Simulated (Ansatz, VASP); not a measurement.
# One calculation of SiO2, two programs

The input POSCAR:

```
SiO2
1.0
    7.3005505184      0.0000000000      0.0000000000
   -3.6502752592      6.3224622106      0.0000000000
    0.0000000000      0.0000000000      7.0051237300
Si O
6 12
Direct
    0.5338583600      0.7669291800      0.4166666667
    0.4661416400      0.2330708200      0.9166666667
    0.2330708200      0.4661416400      0.7500000000
    0.7669291800      0.2330708200      0.5833333333
    0.7669291800      0.5338583600      0.2500000000
    0.2330708200      0.7669291800      0.0833333333
    0.6123260400      0.3876739600      0.0833333333
    0.0000000000      0.6828971200      0.1666666667
    0.7753479200      0.3876739600      0.4166666667
    0.6828971200      0.6828971200      0.3333333333
    0.3171028800      0.3171028800      0.8333333333
    0.6123260400      0.2246520800      0.7500000000
    0.2246520800      0.6123260400      0.9166666667
    0.3171028800      0.0000000000      0.0000000000
    0.0000000000      0.3171028800      0.6666666667
    0.3876739600      0.7753479200      0.2500000000
    0.3876739600      0.6123260400      0.5833333333
    0.6828971200      0.0000000000      0.5000000000
```

File INCAR.step1:

```
SYSTEM = SiO2
  ALGO = Normal
  EDIFF = 1E-4
  ENCUT = 520
  GGA = PE
  ISMEAR = -1
  LASPH = .True.
  LCHARG = .False.
  LREAL = Auto
  LWAVE = .True.
  NBANDS = 63
  NELM = 60
  PREC = Accurate
  SIGMA = 0.02
```

File INCAR.step2:

```
SYSTEM = SiO2
  ALGO = Normal
  EDIFF = 1E-8
  ENCUT = 520
  ISIF = 2
  ISMEAR = -1
  ISTART = 1
  LASPH = .True.
  LCHARG = .False.
  LEFG = .True.
  LMIXTAU = .True.
  LREAL = Auto
  LWAVE = .False.
  METAGGA = R2SCAN
  NBANDS = 63
  NELM = 60
  PREC = Accurate
  SIGMA = 0.02
```

Contents of KPOINTS:

```
k-points
0
Gamma
  4 4 3
  0 0 0
```

Input for Ansatz:

```yaml
crystal:
  lattice:
    - [7.3005505184, 0.0, 0.0]
    - [-3.6502752592, 6.3224622106, 0.0]
    - [0.0, 0.0, 7.00512373]
  atoms:
    - { symbol: Si, position: [0.53385836, 0.76692918, 0.4166666667] }
    - { symbol: Si, position: [0.46614164, 0.23307082, 0.9166666667] }
    - { symbol: Si, position: [0.23307082, 0.46614164, 0.75] }
    - { symbol: Si, position: [0.76692918, 0.23307082, 0.5833333333] }
    - { symbol: Si, position: [0.76692918, 0.53385836, 0.25] }
    - { symbol: Si, position: [0.23307082, 0.76692918, 0.0833333333] }
    - { symbol: O, position: [0.61232604, 0.38767396, 0.0833333333] }
    - { symbol: O, position: [0.0, 0.68289712, 0.1666666667] }
    - { symbol: O, position: [0.77534792, 0.38767396, 0.4166666667] }
    - { symbol: O, position: [0.68289712, 0.68289712, 0.3333333333] }
    - { symbol: O, position: [0.31710288, 0.31710288, 0.8333333333] }
    - { symbol: O, position: [0.61232604, 0.22465208, 0.75] }
    - { symbol: O, position: [0.22465208, 0.61232604, 0.9166666667] }
    - { symbol: O, position: [0.31710288, 0.0, 0.0] }
    - { symbol: O, position: [0.0, 0.31710288, 0.6666666667] }
    - { symbol: O, position: [0.38767396, 0.77534792, 0.25] }
    - { symbol: O, position: [0.38767396, 0.61232604, 0.5833333333] }
    - { symbol: O, position: [0.68289712, 0.0, 0.5] }
kpoints:
  mp_grid: { grid: [4, 4, 3] }
scf:
  occupations: { method: fermi_dirac, width: 0.02 }
hamiltonian:
  xc: r2scan
  pseudopotentials: { kind: paw }
output:
  forces: true
  stress: true
  populations: true
  efg: { quadrupole_moments_barn: { O: -0.02558 }, contact_densities: true }
```

Alike in both runs: task electric field gradients; functional r2SCAN; k mesh 4 × 4 × 3; occupations fermi-dirac, width 0.02 eV; no spin polarisation.

|  | VASP | Ansatz |
| --- | --- | --- |
| version | VASP 6.6.1 | Ansatz 0.2.0 |
| potentials or method | VASP PAW PBE potentials, release 64 (Si, O) | plane-wave PAW, scalar-relativistic |
| plane-wave cutoff (eV) | 520 | 500 |
| valence electrons in the cell | 96 | 96 |

```tsv
	VASP	Ansatz	Ansatz less VASP
gap on the k mesh at the Fermi level (eV)	6.38	6.38	+0.007
pressure (GPa)	0.2	0.1	-0.09
traceless stress, the component that is largest in VASP (GPa)	0.07	0.06	-0.012
rms of the force components (eV/Å)	0.004	0.008	+0.0041
size of Vzz on the site where it differs most (V/Å²)	94.4	100.5	+6.09
```

VASP's potentials were made for PBE, not for r2SCAN. Atom by atom the forces differ by 0.007 eV/Å (rms over components).
